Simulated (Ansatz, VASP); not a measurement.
# Pb in VASP and in Ansatz

```
Pb
1.0
     3.08150   -1.76737   -0.00697
     3.06760    1.74325   -0.01023
    -2.15774    0.00273    6.13662
Pb
2
Direct
  0.09511 0.11119 0.28796
  0.90489 0.88881 0.71204
```

Change from the starting cell: all atoms moved at random, cell strained at random.

Alike in both runs: task single point; functional PBE; k mesh 12 × 12 × 6; occupations gaussian, width 0.1 eV; no spin polarisation.

|  | VASP | Ansatz |
| --- | --- | --- |
| version | VASP 6.6.1 | Ansatz 0.2.0 |
| potentials or method | VASP PAW PBE potentials, release 64 (Pb_d), cutoff 520 eV | scalar-relativistic, plane waves, PAW |
| valence electrons in the cell | 28 | 28 |

```csv
,VASP,Ansatz,Ansatz less VASP
gap on the k mesh at the Fermi level (eV),none,none,-
pressure (GPa),1.4,1.5,+0.05
"traceless stress, the component that is largest in VASP (GPa)",-0.64,-0.64,+0.003
rms of the force components (eV/Å),0.264,0.263,-0.0008
```

Atom by atom the forces differ by 0.001 eV/Å (rms over components). A gap of «none» marks a metal or a gap that the smearing closes.

Neither program's run includes spin-orbit coupling.
